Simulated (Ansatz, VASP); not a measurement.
**One calculation of Rh, two programs**

```xyz
1
Lattice="0.0000 1.8952 1.8952 1.8952 0.0000 1.8952 1.8952 1.8952 0.0000" Properties=species:S:1:pos:R:3 pbc="T T T"
Rh    0.0000    0.0000    0.0000
```

Change from the starting cell: volume scaled by 0.99, crystal datasets.

Alike in both runs: task electric field gradients; functional PBEsol; k mesh 16 × 16 × 16; occupations fermi-dirac, width 0.08 eV; no spin polarisation.

|  | VASP | Ansatz |
| --- | --- | --- |
| version | VASP 6.6.1 | Ansatz 0.2.0 |
| potentials or method | VASP PAW PBE potentials, release 64 (Rh_pv), cutoff 520 eV | all-electron PAW with datasets made for the crystal, scalar-relativistic |

VASP gave:

| Item | Value |
| --- | --- |
| pressure (GPa) | -2.2 |

Q: Which values does Ansatz return?

A: Pressure (GPa): -2.1.

VASP's potentials were made for PBE, not for PBEsol. Ansatz ran all-electron here, and VASP with PAW potentials.
